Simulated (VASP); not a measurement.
# AlFe3 (Fm-3m) in VASP: notebook, part 2 of 3

VASP 6.6.1.

### Step 3. Single point, r2SCAN, collinear spin, ferromagnetic start (12.07 Å³/atom)

This run uses another cell than the first one, of 12.07 Å³/atom.

POSCAR reads:

```
AlFe3
1.0
    0.0000000000      2.8901196556      2.8901196556
    2.8901196556      0.0000000000      2.8901196556
    2.8901196556      2.8901196556      0.0000000000
Al Fe
1 3
Direct
    0.0000000000      0.0000000000      0.0000000000
    0.5000000000      0.5000000000      0.5000000000
    0.2500000000      0.2500000000      0.2500000000
    0.7500000000      0.7500000000      0.7500000000
```

INCAR.step1 reads:

```
SYSTEM = AlFe3
  PREC = Accurate
  ENCUT = 520
  ISMEAR = 0
  SIGMA = 0.05
  LREAL = .False.
  LASPH = .True.
  NELM = 150
  ISPIN = 2
  MAGMOM = 0 2.89 2.89 2.89
  LMAXMIX = 4
  NBANDS = 26
  GGA = PE
  ALGO = Normal
  EDIFF = 1E-4
  LWAVE = .True.
  LCHARG = .False.
```

INCAR.step2 reads:

```
SYSTEM = AlFe3
  PREC = Accurate
  ENCUT = 520
  EDIFF = 1E-6
  ISMEAR = 0
  SIGMA = 0.05
  LREAL = .False.
  LASPH = .True.
  NELM = 150
  ALGO = Normal
  ISIF = 2
  LWAVE = .False.
  LCHARG = .False.
  ISPIN = 2
  MAGMOM = 0 2.89 2.89 2.89
  LORBIT = 11
  LMAXMIX = 4
  METAGGA = R2SCAN
  LMIXTAU = .True.
  NBANDS = 26
  ISTART = 1
```

KPOINTS reads:

```
regular mesh
0
Gamma
  12 12 12
  0 0 0
```

Potentials or basis: VASP PAW PBE potentials, release 64 (Al, Fe).

Started as:

```bash
$ cat potpaw_PBE.64/Al/POTCAR potpaw_PBE.64/Fe/POTCAR > POTCAR
$ cp INCAR.step1 INCAR
$ mpirun -np 1 vasp_std > vasp.out
$ cp INCAR.step2 INCAR
$ mpirun -np 1 vasp_std > vasp.out
```

OUTCAR:

```text
SYSTEM = AlFe3
   PREC = Accurate
   ENCUT = 520
   EDIFF = 1E-6
   ISMEAR = 0
   LREAL = .False.
   LASPH = .True.
   NELM = 150
   ISIF = 2
   ISPIN = 2
   LORBIT = 11
   METAGGA = R2SCAN
   ISTART = 1

 ion  position               nearest neighbor table
   1  0.000  0.000  0.000-   4 2.50   4 2.50   4 2.50   3 2.50   4 2.50   3 2.50   3 2.50   3 2.50
                             2 2.89   2 2.89   2 2.89   2 2.89   2 2.89   2 2.89
   2  0.500  0.500  0.500-   3 2.50   3 2.50   3 2.50   3 2.50   4 2.50   4 2.50   4 2.50   4 2.50
                             1 2.89   1 2.89   1 2.89   1 2.89   1 2.89   1 2.89
   3  0.250  0.250  0.250-   1 2.50   1 2.50   1 2.50   1 2.50   2 2.50   2 2.50   2 2.50   2 2.50
                             4 2.89   4 2.89   4 2.89   4 2.89   4 2.89   4 2.89
   4  0.750  0.750  0.750-   2 2.50   2 2.50   2 2.50   1 2.50   2 2.50   1 2.50   1 2.50   1 2.50
                             3 2.89   3 2.89   3 2.89   3 2.89   3 2.89   3 2.89

  LATTYP: Found a face centered cubic cell.
 ALAT       =     5.7802393112

  Lattice vectors:

 A1 = (   0.0000000000,   2.8901196556,   2.8901196556)
 A2 = (   2.8901196556,   0.0000000000,   2.8901196556)
 A3 = (   2.8901196556,   2.8901196556,   0.0000000000)

Analysis of symmetry for initial positions (statically):
=====================================================================
 Subroutine PRICEL returns:
 Original cell was already a primitive cell.

 Routine SETGRP: Setting up the symmetry group for a
 face centered cubic supercell.

 Subroutine GETGRP returns: Found 48 space group operations
 (whereof 48 operations were pure point group operations)
 out of a pool of 48 trial point group operations.

The static configuration has the point symmetry O_h .

Analysis of symmetry for dynamics (positions and initial velocities):
=====================================================================
 Subroutine PRICEL returns:
 Original cell was already a primitive cell.

 Routine SETGRP: Setting up the symmetry group for a
 face centered cubic supercell.

 Subroutine GETGRP returns: Found 48 space group operations
 (whereof 48 operations were pure point group operations)
 out of a pool of 48 trial point group operations.

The dynamic configuration has the point symmetry O_h .

Analysis of structural, dynamic, and magnetic symmetry:
=====================================================================
 Subroutine PRICEL returns:
 Original cell was already a primitive cell.

 Routine SETGRP: Setting up the symmetry group for a
 face centered cubic supercell.

 Subroutine GETGRP returns: Found 48 space group operations
 (whereof 48 operations were pure point group operations)
 out of a pool of 48 trial point group operations.

The overall configuration has the point symmetry O_h .

 Subroutine INISYM returns: Found 48 space group operations
 (whereof 48 operations are pure point group operations),
 and found     1 'primitive' translations

----------------------------------------------------------------------------------------

                                     Primitive cell

  volume of cell :      48.2811

  direct lattice vectors                    reciprocal lattice vectors
     0.000000000  2.890119656  2.890119656    -0.173003218  0.173003218  0.173003218
     2.890119656  0.000000000  2.890119656     0.173003218 -0.173003218  0.173003218
[... 90 lines left out ...]
   LREAL  =      F    real-space projection
   EDIFFG = 0.1E-04   stopping-criterion for IOM
   NSW    =      0    number of steps for IOM
   IBRION =     -1    ionic relax: 0-MD 1-quasi-New 2-CG
   NFREE  =      0    steps in history (QN), initial steepest desc. (CG)
   ISIF   =      2    stress and relaxation
   ISYM   =      2    0-nonsym 1-usesym 2-fastsym
   POTIM  = 0.5000    time-step for ionic-motion
   TEBEG  =    0.0;   TEEND  =   0.0 temperature during run
   PSTRESS=    0.0 pullay stress
   NELECT =      27.0000    total number of electrons
   NUPDOWN=      -1.0000    fix difference up-down
   EMIN   =  10.00;   EMAX   =-10.00  energy-range for DOS
   EFERMI =   0.00;   METHOD = LEGACY
   ISMEAR =     0;   SIGMA  =   0.05  broadening in eV -4-tet -1-fermi 0-gaus
   EFERMI_NEDOS =   21; number of points for ismear=-14 and -15
   IALGO  =     38    algorithm
   IMIX   =      4    mixing-type and parameters
     AMIX     =   0.40;   BMIX     =  1.00
     AMIX_MAG =   1.60;   BMIX_MAG =  1.00
  volume/ion in A,a.u.               =      12.07        81.45
  Fermi-wavevector in a.u.,A,eV,Ry     =   1.348767  2.548800 24.751343  1.819172
  Thomas-Fermi vector in A             =   2.476409
   LORBIT       =     11    0 simple, 1 ext, 2 COOP (PROOUT), +10 PAW based schemes
   METAGGA = R2SCAN    functional components
   LHFCALC =     F    Hartree Fock is set to
   AEXX    =    0.0000 exact exchange contribution
   IVDW    =     0    specifies the selected vdW correction
   LEPSILON=     F    determine dielectric tensor
   LRPA    =     F    only Hartree local field effects (RPA)
 spin polarized calculation
 Gauss-broadening in eV      SIGMA  =   0.05
  energy-cutoff  :      520.00
  volume of cell :       48.28
 maximum number of plane-waves:      1319
   NGX = 15   NGY = 15   NGZ = 15

 number of electron      27.0000014 magnetization       7.3301722

 Free energy of the ion-electron system (eV)
  ---------------------------------------------------
  ext. energy  EPLUGINS =         0.00000000
  ---------------------------------------------------
  free energy    TOTEN  =       -50.42301915 eV

  energy without entropy =      -50.41689300  energy(sigma->0) =      -50.41995608

 E-fermi :   6.9192     XC(G=0): -13.4294

 val. band max:        6.9180754739   @ k =   0.5000   0.1667   0.0833
 cond. band min:       6.9245716132   @ k =   0.5000   0.4167   0.0833
 fundamental gap:      0.0064961394
 Fermi energy:         6.9192320253

 spin component 1

 k-point     1 :       0.0000    0.0000    0.0000
  band No.  band energies     occupation
      1      -3.1447      1.00000
      2       1.9863      1.00000
      3       1.9863      1.00000
      4       2.3743      1.00000
      5       2.3743      1.00000
      6       2.3743      1.00000
[... 661 lines left out ...]
     24      17.4298      0.00000
     25      17.6359      0.00000

 [... further k-points ...]

 spin component 2

 k-point     1 :       0.0000    0.0000    0.0000
  band No.  band energies     occupation
      1      -3.6188      1.00000
      2       4.2411      1.00000
      3       4.2411      1.00000
      4       4.2411      1.00000
      5       4.5390      1.00000
      6       4.5391      1.00000
[... 661 lines left out ...]
     24      18.1457      0.00000
     25      18.2668      0.00000

 [... further k-points ...]

 [bands above 25 left out]

------------------------ aborting loop because EDIFF is reached ----------------------------------------

  FORCE on cell =-STRESS in cart. coord.  units (eV):
  Direction    XX          YY          ZZ          XY          YZ          ZX
  --------------------------------------------------------------------------------------
  -------------------------------------------------------------------------------------
  Total       -0.1104843     -0.1104843     -0.1104843      0.0000000      0.0000000     -0.0000000
  in kB       -3.6663469     -3.6663469     -3.6663469      0.0000000      0.0000000     -0.0000000
  external PRESSURE =      -3.6663469 kB  Pullay stress =       0.0000000 kB

 VOLUME and BASIS-vectors are now :
 -----------------------------------------------------------------------------
  energy-cutoff  :      520.00
  volume of cell :       48.28
      direct lattice vectors                 reciprocal lattice vectors
     0.000000000  2.890119656  2.890119656    -0.173003218  0.173003218  0.173003218
     2.890119656  0.000000000  2.890119656     0.173003218 -0.173003218  0.173003218
     2.890119656  2.890119656  0.000000000     0.173003218  0.173003218 -0.173003218

 POSITION                                       TOTAL-FORCE (eV/Angst)
 -----------------------------------------------------------------------------------
      0.00000      0.00000      0.00000         0.000000      0.000000      0.000000
      2.89012      2.89012      2.89012         0.000000      0.000000      0.000000
      1.44506      1.44506      1.44506        -0.000000     -0.000000     -0.000000
      4.33518      4.33518      4.33518        -0.000000      0.000000      0.000000
 -----------------------------------------------------------------------------------
    total drift:                                0.000000     -0.000000      0.000000

  FREE ENERGIE OF THE ION-ELECTRON SYSTEM (eV)
  ---------------------------------------------------
  free  energy   TOTEN  =       -50.4230191499 eV

  energy  without entropy=      -50.4168930044  energy(sigma->0) =      -50.41995608

 total charge

# of ion       s       p       d       tot
------------------------------------------
    1        0.407   0.448   0.000   0.855
    2        0.469   0.537   6.217   7.223
    3        0.458   0.555   6.225   7.237
    4        0.458   0.555   6.225   7.237
--------------------------------------------------
tot          1.792   2.095  18.667  22.553

 magnetization (x)

# of ion       s       p       d       tot
------------------------------------------
    1       -0.017  -0.066   0.000  -0.083
    2       -0.008  -0.065   2.647   2.574
    3        0.012  -0.055   2.613   2.570
    4        0.012  -0.055   2.613   2.570
--------------------------------------------------
tot         -0.001  -0.241   7.874   7.631
```

Run time: 5.8 min. Hardware: 1 thread of Intel Xeon 6975P-C (Granite Rapids), shared host; peak memory 0.28 GiB.

What came out:

```
Free energy                                           : -50.4230 eV
Pressure                                              : -0.4 GPa
Net moment                                            : 7.33 μB per cell
Site moments                                          : Al -0.08; Fe +2.57 μB
Valence electrons inside the program's atomic spheres : Al 0.85; Fe 7.22, 7.24 (each value once)
```

Levels at points of the mesh, in eV from the Fermi level:
Spin up:
```csv
k point,band 13,band 14,band 15,band 16,band 17,band 18,band 19,band 20,band 21,band 22
"(0.00, 0.00, 0.00)",-2.02,-2.02,-1.85,-1.85,5.33,5.33,5.33,5.52,5.52,5.52
"(0.50, 0.00, 0.00)",-2.09,-2.09,-1.63,-1.63,-1.14,4.19,4.19,4.38,4.38,5.36
"(0.50, 0.50, 0.00)",-1.88,-1.83,-1.42,-1.42,-1.27,-1.27,-1.03,4.13,4.31,12.36
```
Spin down:
```
           k point  band 6  band 7  band 8  band 9  band 10  band 11  band 12  band 13
(0.00, 0.00, 0.00)   -2.38   -1.27   -1.27   -1.27     1.20     1.20     1.20     2.05
(0.50, 0.00, 0.00)   -1.31   -1.31   -1.21   -1.21    -0.16     0.12     0.12     1.70
(0.50, 0.50, 0.00)   -1.85   -1.10   -1.10   -0.84     0.11     0.11     1.02     1.20
```

Caveat: the PAW data sets were made with another functional, which shifts forces and pressure a little.

[end of part 2 of 3]
